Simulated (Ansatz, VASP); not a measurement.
## Two plane-wave programs on VRu

```xyz
2
Lattice="2.9900 0.0000 0.0000 0.0000 2.9900 0.0000 0.0000 0.0000 2.9900" Properties=species:S:1:pos:R:3 pbc="T T T"
V     1.4950    1.4950    1.4950
Ru    0.0000    0.0000    0.0000
```

Alike in both runs: task single point; functional LDA; k mesh 9 × 9 × 9; collinear spin.

|  | VASP | Ansatz |
| --- | --- | --- |
| version | VASP 6.6.1 | Ansatz 0.2.0 |
| potentials or method | VASP PAW LDA potentials, release 64 (V_sv, Ru_pv), cutoff 500 eV | plane waves, PAW |
| occupations | methfessel-paxton of order 1, width 0.1 eV | cold, width 0.1 eV |
| valence electrons in the cell | 27 | 29 |

|  | VASP | Ansatz | Ansatz less VASP |
| --- | --- | --- | --- |
| gap on the k mesh at the Fermi level (eV) | none | none | - |
| pressure (GPa) | -10.5 | -11.2 | -0.69 |
| net moment per atom (μB) | 0.09 | 0.07 | -0.022 |
| size of the moment on the site where the two differ most (μB) | 0.16 | 0.11 | -0.045 |

LDA's correlation is that of Perdew and Zunger in VASP and of Perdew and Wang (1992) in Ansatz. Site moments also hang on the region over which each program counts them. A gap of «none» marks a metal or a gap that the smearing closes. VASP's potentials hold 27 valence electrons a cell and Ansatz's 29, so a difference there can come from the potentials and not from the codes. Ansatz's warnings: seeded moment not kept, stability check not made.
